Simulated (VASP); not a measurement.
Here is a VASP 6.6.1 calculation.

Contents of INCAR:

```
ALGO = Fast
EDIFF = 1E-6
ENCUT = 520
ISIF = 2
ISMEAR = 0
ISYM = 0
LASPH = T
LCHARG = T
LELF = T
LREAL = F
LVHAR = T
LWAVE = F
NBANDS = 17
NELM = 100
PREC = Accurate
SIGMA = 0.1
```

File KPOINTS:

```
k-points
0
Gamma
  9 9 17
```

POSCAR

```
Pd
1.0
    3.7454356741      0.0000000000     -0.0032011972
    0.0000000000      3.7454370421      0.0000000000
   -1.8744077613      0.0000000000      1.9892343776
Pd
2
Direct
    0.0000000000      0.0000000000      0.0000000000
    0.5000000000      0.5000000000      0.0000000000
```

Potentials or basis: VASP PAW LDA potentials, release 64 (Pd).

Run with:

```sh
$ cat potpaw_LDA.64/Pd/POTCAR > POTCAR
$ mpirun -np 1 vasp_std > vasp.out
```

Question: What does it give for the pressure?

Answer: 4.0 GPa.

Question: Estimate the band gap on the k mesh.

Answer: Zero (bands 10 and 11 overlap by 1.54 eV).

Stress tensor (GPa, compression positive):
```
 5.90  0.00 -0.03
 0.00  5.85  0.00
-0.03  0.00  0.35
```

Caveat: the cell stands under pressure.
